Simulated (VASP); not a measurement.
Input of a VASP 6.6.1 run:

INCAR

```
SYSTEM = AlN
ALGO = Normal
EDIFF = 1E-6
ENCUT = 1330
GGA = CA
GGA_COMPAT = .False.
ISIF = 2
ISMEAR = 0
LASPH = .True.
LCHARG = .False.
LREAL = .False.
LWAVE = .False.
NBANDS = 11
NELM = 120
PREC = Accurate
SIGMA = 0.05
```

File KPOINTS:

```
k-points
0
Gamma
  10 10 10
  0 0 0
```

Contents of POSCAR:

```
AlN
1.0
    0.0000000000      2.1839935596      2.1839935596
    2.1839935596      0.0000000000      2.1839935596
    2.1839935596      2.1839935596      0.0000000000
Al N
1 1
Direct
   -0.0396532948     -0.0396532948     -0.0396532948
    0.7500000000      0.7500000000      0.7500000000
```

Potentials or basis: VASP PAW LDA potentials, release 64 (Al, N_h).

Command:

```bash
$ cat potpaw_LDA.64/Al/POTCAR potpaw_LDA.64/N_h/POTCAR > POTCAR
$ mpirun -np 1 vasp_std > vasp.out
```

(1) What does it give for the pressure?

(2) Estimate the largest force.

(3) Predict the band gap on the k mesh.

Results:

(1) 14.7 GPa.

(2) 9.072 eV/Å.

(3) 2.88 eV (least direct gap 3.74 eV).

Caveat: the cell differs from its parent crystal (all Al atoms moved +0.300 Å, as atom 1 towards its neighbour atom 2 (N) at 1.891 Å); the cell stands under pressure; forces of over 1 eV/Å act on the atoms, so gaps and moduli don't describe the material at rest.
